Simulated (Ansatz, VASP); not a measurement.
# Zr in VASP and in Ansatz

File INCAR:

```
PREC = Accurate
ENCUT = 600
EDIFF = 1E-6
ISMEAR = -1
SIGMA = 0.1
LREAL = F
LASPH = T
NELM = 60
ALGO = Normal
ISIF = 3
LWAVE = F
LCHARG = F
GGA = PE
IBRION = 2
NSW = 60
EDIFFG = -0.005
```

The input KPOINTS:

```
Automatic mesh
0
Gamma
  16 16 14
```

POSCAR

```
Zr
1.0
    3.1036728918      0.0000000000      0.0000000000
   -1.5518364459      2.6878595693      0.0000000000
    0.0000000000      0.0000000000      2.9174525183
Zr
1
Direct
    0.0000000000      0.0000000000      0.0000000000
```

Input for Ansatz:

```yaml
crystal:
  lattice:
    - [3.1036728918, 0.0, 0.0]
    - [-1.5518364459, 2.6878595693, 0.0]
    - [0.0, 0.0, 2.9174525183]
  atoms:
    - { symbol: Zr, position: [0.0, 0.0, 0.0] }
kpoints:
  mp_grid: { grid: [16, 16, 14] }
scf:
  occupations: { method: fermi_dirac, width: 0.1 }
hamiltonian:
  xc: pbe
  pseudopotentials: { kind: paw }
output:
  forces: true
  stress: true
  write_density: true
  write_potential: true
  elf: true
  volumetric_format: npy
relax:
  f_tol: 0.005
  max_steps: 40
  cell: {}
```

Alike in both runs: task relaxation of cell and atoms; functional PBE; k mesh 16 × 16 × 14; occupations fermi-dirac, width 0.1 eV; no spin polarisation.

|  | VASP | Ansatz |
| --- | --- | --- |
| version | VASP 6.6.1 | Ansatz 0.2.0 |
| potentials or method | VASP PAW PBE potentials, release 64 (Zr_sv) | PAW with Ansatz's default frozen-core files, scalar-relativistic |
| plane-wave cutoff (eV) | 600 | 420 |
| valence electrons in the cell | 12 | 12 |

```csv
,VASP,Ansatz,Ansatz less VASP
relaxed volume (Å³/atom),23.88,23.87,-0.010
relaxed length of the cell vector where the two differ most in proportion (Å),3.021,3.020,-0.0006
```
